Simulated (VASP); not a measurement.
Crystal: SbO4.

```
Sb O
1.0
     4.28957    0.00000    0.00000
    -2.14478    3.71488    0.00000
     0.00000    0.00000    3.66068
Sb O
1 4
Direct
  0.00000 0.00000 0.00000
  0.33333 0.66667 0.67899
  0.33333 0.66667 0.32101
  0.66667 0.33333 0.32101
  0.66667 0.33333 0.67899
```

The cell was generated, and may not be a known phase.

- Program: VASP 6.6.1
- Task: relaxation of cell and atoms
- Functional: PBE
- Potentials or basis: VASP PAW PBE potentials, release 64 (Sb, O)
- Cutoff: 600 eV
- k mesh: 12 × 12 × 10
- Occupations: gaussian, width 0.1 eV
- Spin: no spin polarisation

At the start: pressure 0.3 GPa; volume 11.67 Å³/atom.

How do energy, volume and symmetry change on relaxing?

Over 10 steps the energy falls by 3.1 meV/atom and the volume is 11.48 Å³/atom (-1.6 %); space group P6/mmm (No. 191, to 0.1 Å) before and after.

Step by step:
```tsv
step	energy change (eV)	largest force (eV/Å)	pressure (GPa)	volume (Å³)
1	0.0000	0.6324	0.26	58.33
2	0.1032	1.6674	-5.93	58.48
3	-0.0111	0.0197	-1.42	58.37
4	-0.0111	0.0079	-1.40	58.37
5	-0.0153	0.0022	-0.41	57.65
6	-0.0156	0.0051	-0.02	57.39
7	-0.0156	0.0046	-0.03	57.41
8	-0.0156	0.0186	0.02	57.38
9	-0.0156	0.0203	0.03	57.38
10	-0.0157	0.0045	-0.03	57.38
```

Final structure:
```
CELL_PARAMETERS angstrom
4.25680 0.00000 0.00000
-2.12840 3.68650 0.00000
0.00000 0.00000 3.65643
ATOMIC_POSITIONS crystal
Sb 0.00000 0.00000 0.00000
O 0.33333 0.66667 0.68164
O 0.33333 0.66667 0.31836
O 0.66667 0.33333 0.31836
O 0.66667 0.33333 0.68164
```

Caveat: an odd number of electrons without spin polarisation forces a metal; a magnetic or distorted state may lie lower.
